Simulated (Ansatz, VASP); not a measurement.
# Two plane-wave programs on InSb

```
In Sb
1.0
     3.03051    0.00000    0.00000
     0.00000    3.03051    0.00000
     0.00000    0.00000    6.02901
In Sb
1 1
Direct
  0.00000 0.00000 0.00000
  0.00000 0.00000 0.50000
```

Change from the starting cell: strain -0.015 along x and y, -0.030 along z, atoms carried along.

Alike in both runs: task single point; functional PBE; k mesh 16 × 16 × 8; occupations gaussian, width 0.15 eV; no spin polarisation.

|  | VASP | Ansatz |
| --- | --- | --- |
| version | VASP 6.6.1 | Ansatz 0.2.0 |
| potentials or method | VASP PAW PBE potentials, release 64 (In_d, Sb), cutoff 520 eV | scalar-relativistic, plane waves, PAW |
| valence electrons in the cell | 18 | 28 |

```csv
,VASP,Ansatz,Ansatz less VASP
gap on the k mesh at the Fermi level (eV),none,none,-
pressure (GPa),3.7,3.7,+0.01
"traceless stress, the component that is largest in VASP (GPa)",1.03,1.05,+0.015
```

A gap of «none» marks a metal or a gap that the smearing closes. VASP's potentials hold 18 valence electrons a cell and Ansatz's 28, so a difference there can come from the potentials and not from the codes.

Neither program's run includes spin-orbit coupling.
